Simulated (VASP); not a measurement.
# TaN (P-6m2) in VASP: a series of runs

The runs below take TaN through relaxation of cell and atoms, single point, with LDA.

Everything below comes from runs of VASP 6.6.1. Logs are shortened: lines on timing, memory, paths and dates and some standing lists are left out, and cuts for length are marked.

### Step 1. The cell of the first run

Symmetry: P-6m2, No. 187, hexagonal system. Conventional cell: a = 2.905 Å, b = 2.905 Å, c = 2.856 Å, α = 90.00°, β = 90.00°, γ = 120.00°. Within 2.9 Å of Ta (site symmetry -6m2) lie 6 N at 2.20 Å and 2 Ta at 2.86 Å. N (site symmetry -6m2) has 6 Ta at 2.20 Å and 2 N at 2.86 Å within 2.9 Å.

### Step 2. Relaxation of cell and atoms, LDA

Input file INCAR:

```
PREC     = Accurate       # precision mode
ENCUT    = 600            # plane-wave cutoff, eV
EDIFF    = 1E-7           # SCF threshold, eV
ISMEAR   = 0              # smearing method
SIGMA    = 0.1            # smearing width, eV
LREAL    = False          # projectors in reciprocal space
LASPH    = True           # aspherical terms in the spheres
NELM     = 80             # most SCF steps
ALGO     = Normal         # electronic algorithm
ISIF     = 3              # what is computed and relaxed
LWAVE    = False          # write WAVECAR
LCHARG   = False          # write CHGCAR
IBRION   = 2              # ionic algorithm
NSW      = 100            # ionic steps
EDIFFG   = -0.005         # ionic threshold
```

Input file KPOINTS:

```
Automatic mesh
0
Gamma
  18 18 14
```

Input file POSCAR:

```
TaN
1.0
    2.9050812093      0.0000000000      0.0000000000
   -1.4525406046      2.5158741273      0.0000000000
    0.0000000000      0.0000000000      2.8555203285
Ta N
1 1
Direct
    0.3333333333      0.6666666667      0.5000000000
    0.0000000000      0.0000000000      0.0000000000
```

Potentials or basis: VASP PAW LDA potentials, release 64 (Ta_pv, N).

On the command line:

```console
> cat potpaw_LDA.64/Ta_pv/POTCAR potpaw_LDA.64/N/POTCAR > POTCAR
> mpirun -np 1 vasp_std > vasp.out
```

OUTCAR:

```text
PREC = Accurate
   ENCUT = 600
   EDIFF = 1E-7
   ISMEAR = 0
   LREAL = False
   LASPH = True
   NELM = 80
   ISIF = 3
   IBRION = 2
   NSW = 100
   EDIFFG = -0.005

 ion  position               nearest neighbor table
   1  0.333  0.667  0.500-   2 2.20   2 2.20   2 2.20   2 2.20   2 2.20   2 2.20
   2  0.000  0.000  0.000-   1 2.20   1 2.20   1 2.20   1 2.20   1 2.20   1 2.20

  LATTYP: Found a hexagonal cell.
 ALAT       =     2.9050812093
 C/A-ratio  =     0.9829399327

  Lattice vectors:

 A1 = (   2.9050812093,   0.0000000000,   0.0000000000)
 A2 = (  -1.4525406046,   2.5158741273,   0.0000000000)
 A3 = (   0.0000000000,   0.0000000000,   2.8555203285)

Analysis of symmetry for initial positions (statically):
=====================================================================
 Subroutine PRICEL returns:
 Original cell was already a primitive cell.

 Routine SETGRP: Setting up the symmetry group for a
 hexagonal supercell.

 Subroutine GETGRP returns: Found 12 space group operations
 (whereof 12 operations were pure point group operations)
 out of a pool of 24 trial point group operations.

The static configuration has the point symmetry D_3h.

Analysis of symmetry for dynamics (positions and initial velocities):
=====================================================================
 Subroutine PRICEL returns:
 Original cell was already a primitive cell.

 Routine SETGRP: Setting up the symmetry group for a
 hexagonal supercell.

 Subroutine GETGRP returns: Found 12 space group operations
 (whereof 12 operations were pure point group operations)
 out of a pool of 24 trial point group operations.

The dynamic configuration has the point symmetry D_3h.

 Subroutine INISYM returns: Found 12 space group operations
 (whereof 12 operations are pure point group operations),
 and found     1 'primitive' translations

----------------------------------------------------------------------------------------

                                     Primitive cell

  volume of cell :      20.8705

  direct lattice vectors                    reciprocal lattice vectors
     2.905081209  0.000000000  0.000000000     0.344224456  0.198738083  0.000000000
    -1.452540605  2.515874127  0.000000000     0.000000000  0.397476165  0.000000000
     0.000000000  0.000000000  2.855520328     0.000000000  0.000000000  0.350198873
[... 98 lines left out ...]
   EFERMI =   0.00;   METHOD = LEGACY
   ISMEAR =     0;   SIGMA  =   0.10  broadening in eV -4-tet -1-fermi 0-gaus
   EFERMI_NEDOS =   21; number of points for ismear=-14 and -15
   IALGO  =     38    algorithm
   IMIX   =      4    mixing-type and parameters
     AMIX     =   0.40;   BMIX     =  1.00
     AMIX_MAG =   1.60;   BMIX_MAG =  1.00
  volume/ion in A,a.u.               =      10.44        70.42
  Fermi-wavevector in a.u.,A,eV,Ry     =   1.498318  2.831411 30.544494  2.244957
  Thomas-Fermi vector in A             =   2.610093
   LORBIT       =      0    0 simple, 1 ext, 2 COOP (PROOUT), +10 PAW based schemes
   GGA     = CA    functional components
   LHFCALC =     F    Hartree Fock is set to
   AEXX    =    0.0000 exact exchange contribution
   IVDW    =     0    specifies the selected vdW correction
   LEPSILON=     F    determine dielectric tensor
   LRPA    =     F    only Hartree local field effects (RPA)
 conjugate gradient relaxation of ions
 non-spin polarized calculation
 Gauss-broadening in eV      SIGMA  =   0.10
  energy-cutoff  :      600.00
  volume of cell :       20.87
 maximum number of plane-waves:       711
 NGX is ok and might be reduce to    24
   NGX = 11   NGY = 11   NGZ = 11

--------------------------------------- Ionic step        1  -------------------------------------------

 number of electron      16.0000000 magnetization

 Free energy of the ion-electron system (eV)
  ---------------------------------------------------
  ext. energy  EPLUGINS =         0.00000000
  ---------------------------------------------------
  free energy    TOTEN  =       -24.71804175 eV

  energy without entropy =      -24.71778560  energy(sigma->0) =      -24.71791367

------------------------ aborting loop because EDIFF is reached ----------------------------------------

  FORCE on cell =-STRESS in cart. coord.  units (eV):
  Direction    XX          YY          ZZ          XY          YZ          ZX
  --------------------------------------------------------------------------------------
  -------------------------------------------------------------------------------------
  Total        0.2774801      0.2774801      0.1387120      0.0000000      0.0000000      0.0000000
  in kB       21.3014886     21.3014886     10.6485902      0.0000000      0.0000000      0.0000000
  external PRESSURE =      17.7505225 kB  Pullay stress =       0.0000000 kB
[... 131 lines left out ...]
--------------------------------------- Ionic step        5  -------------------------------------------

 number of electron      16.0000000 magnetization

 Free energy of the ion-electron system (eV)
  ---------------------------------------------------
  ext. energy  EPLUGINS =         0.00000000
  ---------------------------------------------------
  free energy    TOTEN  =       -24.71868214 eV

  energy without entropy =      -24.71842441  energy(sigma->0) =      -24.71855328

 E-fermi :   8.3590     XC(G=0): -13.7298

 val. band max:        8.3152960380   @ k =   0.0000   0.0000   0.4286
 cond. band min:       8.3905653434   @ k =   0.0556   0.0000   0.5000
 fundamental gap:      0.0752693053
 Fermi energy:         8.3589739172

 k-point     1 :       0.0000    0.0000    0.0000
  band No.  band energies     occupation
      1     -26.1524      2.00000
      2     -25.8729      2.00000
      3     -25.8729      2.00000
      4      -9.3426      2.00000
      5       3.7346      2.00000
      6       3.7346      2.00000
      7       4.0751      2.00000
      8       5.4990      2.00000
      9      10.9761      0.00000
     10      12.1110      0.00000
     11      12.1110      0.00000
     12      12.4917      0.00000
[... 331 lines left out ...]
 k-point    24 :       0.3889    0.1111    0.0000
  band No.  band energies     occupation
      1     -26.9599      2.00000
      2     -26.2140      2.00000
      3     -25.9889      2.00000
      4      -6.8719      2.00000
      5       0.2146      2.00000
      6       3.1470      2.00000
      7       4.0941      2.00000
      8       6.0699      2.00000
      9      10.7310      0.00000
     10      11.5814      0.00000
     11      13.1526      0.00000
     12      14.6155      0.00000

 [... further k-points ...]
[... 5 lines left out ...]
  --------------------------------------------------------------------------------------
  -------------------------------------------------------------------------------------
  Total       -0.0021370     -0.0021370     -0.0016401     -0.0000000      0.0000000      0.0000000
  in kB       -0.1632688     -0.1632688     -0.1253047     -0.0000000      0.0000000      0.0000000
  external PRESSURE =      -0.1506141 kB  Pullay stress =       0.0000000 kB
[... 17 lines left out ...]
  FREE ENERGIE OF THE ION-ELECTRON SYSTEM (eV)
  ---------------------------------------------------
  free  energy   TOTEN  =       -24.7186821443 eV

  energy  without entropy=      -24.7184244133  energy(sigma->0) =      -24.71855328

 reached required accuracy - stopping structural energy minimisation
```

OSZICAR:

```text
N       E                     dE             d eps       ncg     rms          rms(c)
DAV:   1     0.953807204763E+02    0.95381E+02   -0.10100E+04  7104   0.158E+03
DAV:   2    -0.234194139766E+02   -0.11880E+03   -0.11246E+03  8140   0.361E+02
DAV:   3    -0.272133963487E+02   -0.37940E+01   -0.37344E+01  8716   0.566E+01
DAV:   4    -0.272547945505E+02   -0.41398E-01   -0.41301E-01  7980   0.581E+00
[... 36 lines left out ...]
DAV:   1    -0.247187245234E+02   -0.65782E-04   -0.24500E-03  7112   0.494E-01    0.382E-02
DAV:   2    -0.247186936081E+02    0.30915E-04   -0.45187E-05  8248   0.709E-02    0.204E-02
DAV:   3    -0.247186822893E+02    0.11319E-04   -0.17796E-05  8704   0.354E-02    0.652E-03
DAV:   4    -0.247186821596E+02    0.12964E-06   -0.84231E-07  8472   0.883E-03    0.564E-03
DAV:   5    -0.247186821443E+02    0.15373E-07   -0.48572E-08  3700   0.210E-03
   5 F= -.24718682E+02 E0= -.24718553E+02  d E =-.259195E-04
```

Wall time 65 s (1 thread of Intel Xeon 6975P-C (Granite Rapids), shared host); peak memory 0.22 GiB.

What came out:

```
Free energy                            : -24.7187 eV
Relaxed volume                         : 10.49 Å³/atom
Relaxed cell                           : a = 2.912 Å, b = 2.912 Å, c = 2.856 Å, α = 90.00°, β = 90.00°, γ = 120.00°
Space group after relaxing (to 0.05 Å) : P-6m2 (No. 187)
Energy gained by relaxing              : 0.3 meV/atom
Ionic steps                            : 5
Pressure after relaxing                : 0.0 GPa
Band gap on the k mesh                 : zero (band 8 reaches 8.65 eV, above the bottom of band 9 at 8.28 eV)
```

Step by step:
```
step  energy change (eV)  largest force (eV/Å)  pressure (GPa)  volume (Å³)
   1              0.0000                0.0000            1.78        20.87
   2              0.0029                0.0000           -4.39        21.22
   3             -0.0006                0.0000           -0.09        20.97
   4             -0.0006                0.0000            0.06        20.97
   5             -0.0006                0.0000           -0.02        20.97
```

Final structure:
```yaml
crystal:
  lattice:
    - [2.91159, 0.00000, 0.00000]
    - [-1.45579, 2.52151, 0.00000]
    - [0.00000, 0.00000, 2.85647]
  atoms:
    - { symbol: Ta, position: [0.33333, 0.66667, 0.50000] }
    - { symbol: N, position: [0.00000, 0.00000, 0.00000] }
```

Levels at points of the mesh, in eV from the Fermi level:
```
           k point  band 4  band 5  band 6  band 7  band 8  band 9  band 10  band 11  band 12
(0.00, 0.00, 0.00)  -17.70   -4.62   -4.62   -4.28   -2.86    2.62     3.75     3.75     4.13
(0.50, 0.00, 0.00)  -15.25   -8.35   -5.28   -3.55   -3.13    3.10     4.24     5.39     5.52
(0.00, 0.00, 0.50)  -14.81   -9.43   -3.79   -3.79   -0.08   -0.08     2.56     3.40     3.40
(0.50, 0.00, 0.50)  -15.65   -7.41   -6.19   -5.80   -0.18    4.43     5.58     6.34     7.34
```

Caveat: spin-orbit coupling is left out, which moves the levels of the heavy elements.

### Step 3. Single point, LDA

Input file INCAR:

```
PREC = Accurate
ENCUT = 600
EDIFF = 1E-6
ISMEAR = 0
SIGMA = 0.1
LREAL = F
LASPH = T
NELM = 120
ALGO = Normal
ISIF = 2
LWAVE = F
LCHARG = F
NBANDS = 16
GGA_COMPAT = F
```

Input file KPOINTS:

```
regular mesh
0
Gamma
  18 18 14
```

Input file POSCAR:

```
TaN
1.0
    2.9065292372      0.0000000000      0.0000000000
   -1.4532646186      2.5171281563      0.0000000000
    0.0000000000      0.0000000000      2.8516193968
Ta N
1 1
Direct
    0.3333333333      0.6666666667      0.5000000000
    0.0000000000      0.0000000000      0.0000000000
```

Potentials or basis: VASP PAW LDA potentials, release 64 (Ta_sv_GW, N).

On the command line:

```console
> cat potpaw_LDA.64/Ta_sv_GW/POTCAR potpaw_LDA.64/N/POTCAR > POTCAR
> mpirun -np 1 vasp_std > vasp.out
```

OUTCAR:

```text
PREC = Accurate
   ENCUT = 600
   EDIFF = 1E-6
   ISMEAR = 0
   LREAL = F
   LASPH = T
   NELM = 120
   ISIF = 2

 ion  position               nearest neighbor table
   1  0.333  0.667  0.500-   2 2.20   2 2.20   2 2.20   2 2.20   2 2.20   2 2.20
   2  0.000  0.000  0.000-   1 2.20   1 2.20   1 2.20   1 2.20   1 2.20   1 2.20

  LATTYP: Found a hexagonal cell.
 ALAT       =     2.9065292372
 C/A-ratio  =     0.9811081066

  Lattice vectors:

 A1 = (   2.9065292372,   0.0000000000,   0.0000000000)
 A2 = (  -1.4532646186,   2.5171281563,   0.0000000000)
 A3 = (   0.0000000000,   0.0000000000,   2.8516193968)

Analysis of symmetry for initial positions (statically):
=====================================================================
 Subroutine PRICEL returns:
 Original cell was already a primitive cell.

 Routine SETGRP: Setting up the symmetry group for a
 hexagonal supercell.

 Subroutine GETGRP returns: Found 12 space group operations
 (whereof 12 operations were pure point group operations)
 out of a pool of 24 trial point group operations.

The static configuration has the point symmetry D_3h.

Analysis of symmetry for dynamics (positions and initial velocities):
=====================================================================
 Subroutine PRICEL returns:
 Original cell was already a primitive cell.

 Routine SETGRP: Setting up the symmetry group for a
 hexagonal supercell.

 Subroutine GETGRP returns: Found 12 space group operations
 (whereof 12 operations were pure point group operations)
 out of a pool of 24 trial point group operations.

The dynamic configuration has the point symmetry D_3h.

 Subroutine INISYM returns: Found 12 space group operations
 (whereof 12 operations are pure point group operations),
 and found     1 'primitive' translations

----------------------------------------------------------------------------------------

                                     Primitive cell

[... 104 lines left out ...]
   EFERMI =   0.00;   METHOD = LEGACY
   ISMEAR =     0;   SIGMA  =   0.10  broadening in eV -4-tet -1-fermi 0-gaus
   EFERMI_NEDOS =   21; number of points for ismear=-14 and -15
   IALGO  =     38    algorithm
   IMIX   =      4    mixing-type and parameters
     AMIX     =   0.40;   BMIX     =  1.00
     AMIX_MAG =   1.60;   BMIX_MAG =  1.00
  volume/ion in A,a.u.               =      10.43        70.39
  Fermi-wavevector in a.u.,A,eV,Ry     =   1.558506  2.945149 33.047747  2.428941
  Thomas-Fermi vector in A             =   2.662000
   LORBIT       =      0    0 simple, 1 ext, 2 COOP (PROOUT), +10 PAW based schemes
   GGA     = CA    functional components
   LHFCALC =     F    Hartree Fock is set to
   AEXX    =    0.0000 exact exchange contribution
   IVDW    =     0    specifies the selected vdW correction
   LEPSILON=     F    determine dielectric tensor
   LRPA    =     F    only Hartree local field effects (RPA)
 non-spin polarized calculation
 Gauss-broadening in eV      SIGMA  =   0.10
  energy-cutoff  :      600.00
  volume of cell :       20.86
 maximum number of plane-waves:       711
 NGX is ok and might be reduce to    24
   NGX = 11   NGY = 11   NGZ = 11

 number of electron      18.0000001 magnetization

 Free energy of the ion-electron system (eV)
  ---------------------------------------------------
  ext. energy  EPLUGINS =         0.00000000
  ---------------------------------------------------
  free energy    TOTEN  =       -27.22729062 eV

  energy without entropy =      -27.22703256  energy(sigma->0) =      -27.22716159

 E-fermi :  12.5692     XC(G=0): -14.1638

 val. band max:       12.5249163004   @ k =   0.0000   0.0000   0.4286
 cond. band min:      12.6007374233   @ k =   0.0556  -0.0000   0.5000
 fundamental gap:      0.0758211230
 Fermi energy:        12.5692239946

 k-point     1 :       0.0000    0.0000    0.0000
  band No.  band energies     occupation
      1     -55.4068      2.00000
      2     -21.9195      2.00000
      3     -21.6431      2.00000
      4     -21.6431      2.00000
      5      -5.1496      2.00000
      6       7.9209      2.00000
[... 433 lines left out ...]
      3     -21.9896      2.00000
      4     -21.7534      2.00000
      5      -2.6784      2.00000
      6       4.4029      2.00000
[... 8 lines left out ...]
     15      25.1308      0.00000
     16      28.6401      0.00000

 [... further k-points ...]
[... 5 lines left out ...]
  --------------------------------------------------------------------------------------
  -------------------------------------------------------------------------------------
  Total        0.1608626      0.1608626      0.1787707     -0.0000000     -0.0000000      0.0000000
  in kB       12.3536159     12.3536159     13.7288885     -0.0000000     -0.0000000      0.0000000
  external PRESSURE =      12.8120401 kB  Pullay stress =       0.0000000 kB

 VOLUME and BASIS-vectors are now :
 -----------------------------------------------------------------------------
  energy-cutoff  :      600.00
  volume of cell :       20.86
      direct lattice vectors                 reciprocal lattice vectors
     2.906529237  0.000000000  0.000000000     0.344052964  0.198639072  0.000000000
    -1.453264619  2.517128156  0.000000000     0.000000000  0.397278143  0.000000000
     0.000000000  0.000000000  2.851619397     0.000000000  0.000000000  0.350677934

 POSITION                                       TOTAL-FORCE (eV/Angst)
 -----------------------------------------------------------------------------------
     -0.00000      1.67809      1.42581        -0.000000      0.000000      0.000000
      0.00000      0.00000      0.00000         0.000000     -0.000000      0.000000
 -----------------------------------------------------------------------------------
    total drift:                                0.000000     -0.000000     -0.000000

  FREE ENERGIE OF THE ION-ELECTRON SYSTEM (eV)
  ---------------------------------------------------
  free  energy   TOTEN  =       -27.2272906239 eV

  energy  without entropy=      -27.2270325630  energy(sigma->0) =      -27.22716159
```

stdout:

```text
POSCAR found type information on POSCAR TaN
 POSCAR found :  2 types and       2 ions
 scaLAPACK will be used
 LDA part: xc-table for (Slater(with rela. corr.)+CA(PZ))
 , standard interpolation
 POSCAR, INCAR and KPOINTS ok, starting setup
 FFT: planning ... GRIDC
 FFT: planning ... GRID_SOFT
 FFT: planning ... GRID
 WAVECAR not read
 entering main loop
```

It took 50 s on 1 thread of Intel Xeon Platinum 8259CL at 2.50GHz (Skylake/Cascade Lake), shared host; peak memory 0.24 GiB.

What came out:

```
Free energy            : -27.2273 eV
Pressure               : 1.3 GPa
Band gap on the k mesh : zero (band 9 reaches 12.86 eV, above the bottom of band 10 at 12.49 eV)
```

Stress tensor (GPa, compression positive):
```
1.24 0.00 0.00
0.00 1.24 0.00
0.00 0.00 1.37
```

Levels at points of the mesh, in eV from the Fermi level:
```tsv
k point	band 7	band 8	band 9	band 10	band 11	band 12
(0.00, 0.00, 0.00)	-4.65	-4.30	-2.87	2.63	3.76	3.76
(0.50, 0.00, 0.00)	-5.30	-3.56	-3.14	3.12	4.26	5.40
(0.00, 0.00, 0.50)	-3.80	-3.80	-0.08	-0.08	2.56	3.40
(0.50, 0.00, 0.50)	-6.20	-5.82	-0.16	4.46	5.63	6.40
```

Caveat: spin-orbit coupling is left out, which moves the levels of the heavy elements.
